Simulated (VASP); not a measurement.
Runs of VASP 6.6.1 on Sr. The structure is that of space group Fm-3m (No. 225), or close to it. The cells are those of the table. 

```csv
cell,gap on the mesh (eV),pressure (GPa)
"a = 4.303 Å, angles 60.0°, 1 atom",-,-0.3
"a = 4.123 Å, angles 60.0°, 1 atom",0.11,1.4
"a = 4.185 Å, angles 60.0°, 1 atom",0.08,(c)
"a = 4.359 Å, angles 60.0°, 1 atom",none,-0.7
"a = 4.468 Å, angles 60.0°, 1 atom",none,(b)
"a = 4.414 Å, angles 60.0°, 1 atom",none,-1.0
"a = 4.244 Å, angles 60.0°, 1 atom",(a),0.2
```

Alike in all rows: task single point; level PBE; potentials or basis VASP PAW PBE potentials, release 64 (Sr_sv); no spin polarisation; k mesh 7 × 7 × 7; cutoff (eV) 500; smearing fermi-dirac 0.05 eV.

Problem. Estimate the missing entries.

Solution. (a) 0.06; (b) -1.3; (c) 0.7.

A k mesh can miss the band edges, and the runs leave out spin-orbit coupling on Sr.

A gap of «none» marks levels without a gap at the run's occupations.
